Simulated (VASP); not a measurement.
A run of VASP 6.6.1:

POSCAR

```
HfO2
1.0
    5.1844323491      0.0000000000      0.0000000000
    0.0000000000      4.9711736599      0.0000000000
    0.0000000000      0.0000000000      4.9989076225
Hf O
4 8
Direct
    0.9669940000      0.7325208200      0.7414403500
    0.5330060000      0.7325208200      0.2414403500
    0.4669940000      0.2674791800      0.7414403500
    0.0330060000      0.2674791800      0.2414403500
    0.6321274500      0.9286454000      0.8792672600
    0.8678725500      0.9286454000      0.3792672600
    0.2339485200      0.5398830500      0.4922923900
    0.2660514800      0.5398830500      0.9922923900
    0.7660514800      0.4601169500      0.9922923900
    0.7339485200      0.4601169500      0.4922923900
    0.1321274500      0.0713546000      0.8792672600
    0.3678725500      0.0713546000      0.3792672600
```

File INCAR.step1:

```
  PREC = Accurate
  ENCUT = 520
  ISMEAR = -1
  SIGMA = 0.05
  LREAL = False
  LASPH = True
  NELM = 100
  NBANDS = 56
  GGA = PE
  ALGO = Normal
  EDIFF = 1E-4
  LWAVE = True
  LCHARG = False
```

File INCAR.step2:

```
  PREC = Accurate
  ENCUT = 520
  EDIFF = 1E-6
  ISMEAR = -1
  SIGMA = 0.05
  LREAL = False
  LASPH = True
  NELM = 100
  ALGO = Normal
  ISIF = 2
  LWAVE = False
  LCHARG = False
  METAGGA = R2SCAN
  LMIXTAU = True
  NBANDS = 56
  ISTART = 1
```

Contents of KPOINTS:

```
regular mesh
0
Gamma
  5 6 5
```

Potentials or basis: VASP PAW PBE potentials, release 64 (Hf_pv, O).

Command:

```bash
$ cat potpaw_PBE.64/Hf_pv/POTCAR potpaw_PBE.64/O/POTCAR > POTCAR
$ cp INCAR.step1 INCAR
$ mpirun -np 1 vasp_std > vasp.out
$ cp INCAR.step2 INCAR
$ mpirun -np 1 vasp_std > vasp.out
```

Hardware: 1 thread of Oxide Virtual Turin-like Processor, with other jobs on the host.

**Question.** How long does it take, and how much memory?

**Answer.** Wall time 18 min on 1 thread of Oxide Virtual Turin-like Processor (shared host), peak memory 0.34 GiB. Counts: k points 36.
